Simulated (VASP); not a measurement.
# ZrC (Imm2) in VASP: single point with PBE

Aim: the single point of ZrC with PBE.

Everything below comes from runs of VASP 6.6.1. Logs are shortened: lines on timing, memory, paths and dates and some standing lists are left out, and cuts for length are marked.

**1. The cell of the first run**

It takes space group Imm2 (No. 44, orthorhombic). Conventional cell: a = 3.324 Å, b = 4.700 Å, c = 3.324 Å, α = 90.00°, β = 90.00°, γ = 90.00°. Zr (site symmetry mm2) has 6 C at 2.21 to 2.50 Å within 2.9 Å. C (site symmetry mm2) has 6 Zr at 2.21 to 2.50 Å within 2.9 Å.

**2. Single point, PBE (atom 1 (Zr) moved by [0.141421, 0.141421, 0.0] A)**

INCAR

```
SYSTEM = ZrC
ALGO = Normal ; EDIFF = 1E-6
ENCUT = 520 ; GGA = PE
ISIF = 2 ; ISMEAR = -1
LASPH = .True. ; LCHARG = .False.
LREAL = .False. ; LWAVE = .False.
NBANDS = 15 ; NELM = 60
PREC = Accurate ; SIGMA = 0.05
```

KPOINTS

```
k-points
0
Gamma
  15 15 15
  0 0 0
```

POSCAR

```
ZrC
1.0
    0.0000000000      2.3502100000      2.3502100000
    2.3502100000      0.0000000000      2.3502100000
    2.3502100000      2.3502100000      0.0000000000
Zr C
1 1
Direct
    0.5000000000      0.5000000000      0.5601737717
    0.0000000000      0.0000000000      0.0000000000
```

Potentials or basis: VASP PAW PBE potentials, release 64 (Zr_sv, C).

Launch:

```console
$ cat potpaw_PBE.64/Zr_sv/POTCAR potpaw_PBE.64/C/POTCAR > POTCAR
$ mpirun -np 1 vasp_std > vasp.out
```

OUTCAR:

```text
SYSTEM = ZrC
   EDIFF = 1E-6
   ENCUT = 520
   GGA = PE
   ISIF = 2
   ISMEAR = -1
   LASPH = .True.
   LREAL = .False.
   NELM = 60
   PREC = Accurate

 ion  position               nearest neighbor table
   1  0.500  0.500  0.560-   2 2.21   2 2.21   2 2.36   2 2.36   2 2.50   2 2.50
   2  0.000  0.000  0.000-   1 2.21   1 2.21   1 2.36   1 2.36   1 2.50   1 2.50

  LATTYP: Found a face centered cubic cell.
 ALAT       =     4.7004200000

  Lattice vectors:

 A1 = (   0.0000000000,   2.3502100000,   2.3502100000)
 A2 = (   2.3502100000,   0.0000000000,   2.3502100000)
 A3 = (   2.3502100000,   2.3502100000,   0.0000000000)

Analysis of symmetry for initial positions (statically):
=====================================================================
 Subroutine PRICEL returns:
 Original cell was already a primitive cell.

 Routine SETGRP: Setting up the symmetry group for a
 face centered cubic supercell.

 Subroutine GETGRP returns: Found  4 space group operations
 (whereof  4 operations were pure point group operations)
 out of a pool of 48 trial point group operations.

The static configuration has the point symmetry C_2v.

Analysis of symmetry for dynamics (positions and initial velocities):
=====================================================================
 Subroutine PRICEL returns:
 Original cell was already a primitive cell.

 Routine SETGRP: Setting up the symmetry group for a
 face centered cubic supercell.

 Subroutine GETGRP returns: Found  4 space group operations
 (whereof  4 operations were pure point group operations)
 out of a pool of 48 trial point group operations.

The dynamic configuration has the point symmetry C_2v.

 Subroutine INISYM returns: Found  4 space group operations
 (whereof  4 operations are pure point group operations),
 and found     1 'primitive' translations

----------------------------------------------------------------------------------------

                                     Primitive cell

  volume of cell :      25.9627

  direct lattice vectors                    reciprocal lattice vectors
     0.000000000  2.350210000  2.350210000    -0.212746946  0.212746946  0.212746946
     2.350210000  0.000000000  2.350210000     0.212746946 -0.212746946  0.212746946
     2.350210000  2.350210000  0.000000000     0.212746946  0.212746946 -0.212746946

  length of vectors
     3.323698856  3.323698856  3.323698856     0.368488520  0.368488520  0.368488520

  position of ions in fractional coordinates (direct lattice)
     0.500000000  0.500000000  0.560173772
     0.000000000  0.000000000  0.000000000

  ion indices of the primitive-cell ions
   primitive index   ion index
                 1           1
                 2           2

----------------------------------------------------------------------------------------

 KPOINTS: k-points

Automatic generation of k-mesh.
 Grid dimensions read from file:
 generate k-points for:   15   15   15

 Generating k-lattice:

  Cartesian coordinates                     Fractional coordinates (reciprocal lattice)
    -0.014183130  0.014183130  0.014183130     0.066666667  0.000000000  0.000000000
     0.014183130 -0.014183130  0.014183130     0.000000000  0.066666667  0.000000000
     0.014183130  0.014183130 -0.014183130     0.000000000  0.000000000  0.066666667

  Length of vectors
     0.024565901  0.024565901  0.024565901

  Shift w.r.t. Gamma in fractional coordinates (k-lattice)
     0.000000000  0.000000000  0.000000000

 Subroutine IBZKPT returns following result:
 ===========================================

 Found    512 irreducible k-points:

 Following reciprocal coordinates:
            Coordinates               Weight
  0.000000  0.000000  0.000000      1.000000
  0.066667  0.000000  0.000000      4.000000
  0.000000  0.000000  0.066667      4.000000
  0.133333  0.000000  0.000000      4.000000
  0.000000  0.000000  0.133333      4.000000
  0.200000  0.000000  0.000000      4.000000
[... 16 lines left out ...]
  0.000000  0.200000  0.066667      8.000000
  0.066667  0.000000  0.200000      8.000000
 [... further k-points ...]
   k-points           NKPTS =    512   k-points in BZ     NKDIM =    512   number of bands    NBANDS=     15
   number of dos      NEDOS =    301   number of ions     NIONS =      2
   total plane-waves  NPLWV =  21952
   dimension x,y,z NGX =    28 NGY =   28 NGZ =   28
   dimension x,y,z NGXF=    56 NGYF=   56 NGZF=   56
   ions per type =               1   1
   NGX,Y,Z   is equivalent  to a cutoff of  14.01, 14.01, 14.01 a.u.
   NGXF,Y,Z  is equivalent  to a cutoff of  28.01, 28.01, 28.01 a.u.
 SYSTEM =  ZrC
   PREC   = accura    normal or accurate (medium, high low for compatibility)
   ISTART =      0    job   : 0-new  1-cont  2-samecut
   ICHARG =      2    charge: 1-file 2-atom 10-const
   ISPIN  =      1    spin polarized calculation?
   LNONCOLLINEAR =      F non collinear calculations
   LSORBIT =      F    spin-orbit coupling
   LASPH  =      T    aspherical Exc in radial PAW
   ENCUT  =  520.0 eV  38.22 Ry    6.18 a.u.   6.18  6.18  6.18*2*pi/ulx,y,z
   NELM   =     60;   NELMIN=  2; NELMDL= -5     # of ELM steps
   EDIFF  = 0.1E-05   stopping-criterion for ELM
   LREAL  =      F    real-space projection
   EDIFFG = 0.1E-04   stopping-criterion for IOM
   NSW    =      0    number of steps for IOM
   IBRION =     -1    ionic relax: 0-MD 1-quasi-New 2-CG
   NFREE  =      0    steps in history (QN), initial steepest desc. (CG)
   ISIF   =      2    stress and relaxation
   ISYM   =      2    0-nonsym 1-usesym 2-fastsym
   POTIM  = 0.5000    time-step for ionic-motion
   TEBEG  =    0.0;   TEEND  =   0.0 temperature during run
   PSTRESS=    0.0 pullay stress
   NELECT =      16.0000    total number of electrons
   NUPDOWN=      -1.0000    fix difference up-down
   EMIN   =  10.00;   EMAX   =-10.00  energy-range for DOS
   EFERMI =   0.00;   METHOD = LEGACY
   ISMEAR =    -1;   SIGMA  =   0.05  broadening in eV -4-tet -1-fermi 0-gaus
   EFERMI_NEDOS =   21; number of points for ismear=-14 and -15
   IALGO  =     38    algorithm
   IMIX   =      4    mixing-type and parameters
     AMIX     =   0.40;   BMIX     =  1.00
     AMIX_MAG =   1.60;   BMIX_MAG =  1.00
  volume/ion in A,a.u.               =      12.98        87.60
  Fermi-wavevector in a.u.,A,eV,Ry     =   1.393151  2.632673 26.407131  1.940869
  Thomas-Fermi vector in A             =   2.516825
   LORBIT       =      0    0 simple, 1 ext, 2 COOP (PROOUT), +10 PAW based schemes
   GGA     = PE    functional components
   LHFCALC =     F    Hartree Fock is set to
   AEXX    =    0.0000 exact exchange contribution
   IVDW    =     0    specifies the selected vdW correction
   LEPSILON=     F    determine dielectric tensor
   LRPA    =     F    only Hartree local field effects (RPA)
 non-spin polarized calculation
  energy-cutoff  :      520.00
  volume of cell :       25.96
 maximum number of plane-waves:       725
 NGX is ok and might be reduce to    28
   NGX = 13   NGY = 13   NGZ = 13

 number of electron      16.0000000 magnetization

 Free energy of the ion-electron system (eV)
  ---------------------------------------------------
  ext. energy  EPLUGINS =         0.00000000
  ---------------------------------------------------
  free energy    TOTEN  =       -19.32961431 eV

  energy without entropy =      -19.32857259  energy(sigma->0) =      -19.32909345

 E-fermi :   9.7500     XC(G=0): -12.1155

 val. band max:        9.7268141783   @ k =   0.0000   0.0667   0.0667
 cond. band min:       9.7618830216   @ k =   0.0000   0.2667   0.2667
 fundamental gap:      0.0350688434
 Fermi energy:         9.7499703085

 k-point     1 :       0.0000    0.0000    0.0000
  band No.  band energies     occupation
      1     -38.4895      2.00000
      2     -16.2103      2.00000
      3     -16.2094      2.00000
      4     -16.2093      2.00000
      5      -1.6531      2.00000
      6       9.4291      1.99674
      7       9.5329      1.97428
      8       9.8964      0.10152
      9      10.6827      0.00000
     10      11.5888      0.00000
     11      11.8498      0.00000
     12      12.8929      0.00000
     13      13.2763      0.00000
     14      16.8018      0.00000
     15      19.9960      0.00000

 k-point     2 :       0.0667    0.0000    0.0000
  band No.  band energies     occupation
      1     -38.4851      2.00000
      2     -16.2513      2.00000
      3     -16.2136      2.00000
      4     -16.2117      2.00000
      5      -1.5512      2.00000
      6       8.9152      2.00000
      7       9.4292      1.99673
      8       9.9297      0.05345
      9      10.7468      0.00000
     10      11.3488      0.00000
     11      11.7058      0.00000
     12      13.3875      0.00000
     13      13.8647      0.00000
     14      17.0222      0.00000
     15      20.2736      0.00000

 k-point     3 :       0.0000    0.0000    0.0667
  band No.  band energies     occupation
      1     -38.4852      2.00000
      2     -16.2498      2.00000
      3     -16.2130      2.00000
      4     -16.2128      2.00000
      5      -1.5529      2.00000
      6       8.9947      2.00000
      7       9.5087      1.98407
      8       9.5552      1.96013
      9      10.8324      0.00000
     10      11.4778      0.00000
     11      11.8071      0.00000
     12      13.4647      0.00000
     13      13.6765      0.00000
     14      17.0361      0.00000
     15      20.2775      0.00000
[... 343 lines left out ...]
 k-point    23 :       0.0000    0.2000    0.0667
  band No.  band energies     occupation
      1     -38.4575      2.00000
      2     -16.4768      2.00000
      3     -16.2560      2.00000
      4     -16.2358      2.00000
      5      -0.9069      2.00000
      6       7.4115      2.00000
      7       8.4312      2.00000
      8       8.9634      2.00000
      9      10.8795      0.00000
     10      11.8011      0.00000
     11      12.4393      0.00000
     12      14.7642      0.00000
     13      16.0137      0.00000
     14      18.3211      0.00000
     15      21.8890      0.00000

 k-point    24 :       0.0667    0.0000    0.2000
  band No.  band energies     occupation
      1     -38.4578      2.00000
      2     -16.4705      2.00000
      3     -16.2550      2.00000
      4     -16.2370      2.00000
      5      -0.9183      2.00000
      6       7.4697      2.00000
      7       8.2844      2.00000
      8       8.7504      2.00000
      9      10.9635      0.00000
     10      12.1031      0.00000
     11      12.5361      0.00000
     12      14.7493      0.00000
     13      15.8294      0.00000
     14      18.4109      0.00000
     15      21.8806      0.00000

 [... further k-points ...]

------------------------ aborting loop because EDIFF is reached ----------------------------------------

  FORCE on cell =-STRESS in cart. coord.  units (eV):
  Direction    XX          YY          ZZ          XY          YZ          ZX
  --------------------------------------------------------------------------------------
  -------------------------------------------------------------------------------------
  Total        1.0459127      1.0459127      0.1068071     -0.2808891      0.0000000      0.0000000
  in kB       64.5440196     64.5440196      6.5911443    -17.3338665      0.0000000      0.0000000
  external PRESSURE =      45.2263945 kB  Pullay stress =       0.0000000 kB

 VOLUME and BASIS-vectors are now :
 -----------------------------------------------------------------------------
  energy-cutoff  :      520.00
  volume of cell :       25.96
      direct lattice vectors                 reciprocal lattice vectors
     0.000000000  2.350210000  2.350210000    -0.212746946  0.212746946  0.212746946
     2.350210000  0.000000000  2.350210000     0.212746946 -0.212746946  0.212746946
     2.350210000  2.350210000  0.000000000     0.212746946  0.212746946 -0.212746946

 POSITION                                       TOTAL-FORCE (eV/Angst)
 -----------------------------------------------------------------------------------
      2.49163      2.49163      2.35021        -0.934177     -0.934177      0.000000
      0.00000      0.00000      0.00000         0.934177      0.934177     -0.000000
 -----------------------------------------------------------------------------------
    total drift:                               -0.000119     -0.000119      0.000000

  FREE ENERGIE OF THE ION-ELECTRON SYSTEM (eV)
  ---------------------------------------------------
  free  energy   TOTEN  =       -19.3296143127 eV

  energy  without entropy=      -19.3285725895  energy(sigma->0) =      -19.32909345
```

Run time: 3.6 min. Hardware: 1 thread of Intel Xeon Platinum 8259CL at 2.50GHz (Skylake/Cascade Lake), shared host; peak memory 0.32 GiB.

Results:

```yaml
Free_energy: -19.3296 eV
Pressure: 4.5 GPa
Largest_force: 1.321 eV/Å
Band_gap_on_the_k_mesh: zero (bands 8 and 9 overlap by 0.17 eV)
```

Forces in eV/Å, atoms in the order of the input:
```
Zr  -0.934 -0.934  0.000
C    0.934  0.934  0.000
```

Caveat: the cell differs from its parent crystal (atom 1 (Zr) moved by [0.141421, 0.141421, 0.0] A); the cell stands under pressure; forces of over 1 eV/Å act on the atoms, so gaps and moduli don't describe the material at rest.
